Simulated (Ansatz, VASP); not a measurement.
# Rh in VASP and in Ansatz

```
CELL_PARAMETERS angstrom
2.71167 0.00000 0.00000
-1.35583 2.34837 0.00000
0.00000 0.00000 8.83697
ATOMIC_POSITIONS crystal
Rh 0.00000 0.00000 0.00000
Rh 0.33333 0.66667 0.25000
Rh 0.00000 0.00000 0.50000
Rh 0.66667 0.33333 0.75000
```

Alike in both runs: functional PBE; k mesh 18 × 18 × 5; occupations gaussian, width 0.1 eV; no spin polarisation.

Ansatz relaxed the structure, and its values are those at the end. VASP's run is a single point on that final structure, the one shown.

```csv
,VASP,Ansatz
version,VASP 6.6.1,Ansatz 0.2.0
potentials or method,"VASP PAW PBE potentials, release 64 (Rh_pv), cutoff 520 eV","scalar-relativistic, plane waves, PAW"
valence electrons in the cell,60,68
```

Ansatz gave:

* gap on the k mesh at the Fermi level (eV): none
* pressure (GPa): 0.0

Problem. Estimate VASP's values.

Solution. gap on the k mesh at the Fermi level (eV): none; pressure (GPa): 0.1.

A gap of «none» marks a metal or a gap that the smearing closes. VASP's potentials hold 60 valence electrons a cell and Ansatz's 68, so a difference there can come from the potentials and not from the codes.
